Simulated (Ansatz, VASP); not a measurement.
ZnCu in VASP and in Ansatz

The input INCAR:

```
ALGO = Fast
EDIFF = 1E-6
ENCUT = 520
GGA = PS
ISIF = 2
ISMEAR = 0
LASPH = True
LCHARG = True
LELF = True
LREAL = False
LVHAR = True
LWAVE = False
NBANDS = 18
NELM = 60
PREC = Accurate
SIGMA = 0.15
```

File KPOINTS:

```
k-points
0
Gamma
  16 16 16
```

Contents of POSCAR:

```
ZnCu
1.0
    2.6896518550      0.0000000000      0.0000000000
    0.0000000000      2.6896518550      0.0000000000
    0.0000000000      0.0000000000      2.9077317351
Zn Cu
1 1
Direct
    0.5000000000      0.5000000000      0.5000000000
    0.0000000000      0.0000000000      0.0000000000
```

Input for Ansatz:

```yaml
crystal:
  lattice:
    - [2.689651855, 0.0, 0.0]
    - [0.0, 2.689651855, 0.0]
    - [0.0, 0.0, 2.9077317351]
  atoms:
    - { symbol: Zn, position: [0.5, 0.5, 0.5] }
    - { symbol: Cu, position: [0.0, 0.0, 0.0] }
basis:
  ecutwfc: 520.0
kpoints:
  mp_grid: { grid: [16, 16, 16] }
hamiltonian:
  xc: pbesol
  pseudopotentials: { kind: paw }
scf:
  occupations: { method: gaussian, width: 0.15 }
output:
  forces: true
  stress: true
  eigenvalues: true
  write_density: true
  write_potential: true
  elf: true
  volumetric_format: npy
```

Change from the starting cell: normal strain along x -0.0750, normal strain along y -0.0750.

Alike in both runs: task single point; functional PBEsol; k mesh 16 × 16 × 16; occupations gaussian, width 0.15 eV; no spin polarisation.

|  | VASP | Ansatz |
| --- | --- | --- |
| version | VASP 6.6.1 | Ansatz 0.2.0 |
| potentials or method | VASP PAW PBE potentials, release 64 (Zn, Cu), cutoff 520 eV | scalar-relativistic, plane waves, PAW |
| valence electrons in the cell | 23 | 31 |

```csv
,VASP,Ansatz,Ansatz less VASP
gap on the k mesh at the Fermi level (eV),none,none,-
pressure (GPa),33.0,31.6,-1.44
"traceless stress, the component that is largest in VASP (GPa)",-0.33,-0.30,+0.023
```

VASP's potentials were made for PBE, not for PBEsol. A gap of «none» marks a metal or a gap that the smearing closes. Both programs put the cell under a high pressure, so it lies far from rest at this level. VASP's potentials hold 23 valence electrons a cell and Ansatz's 31, so a difference there can come from the potentials and not from the codes.
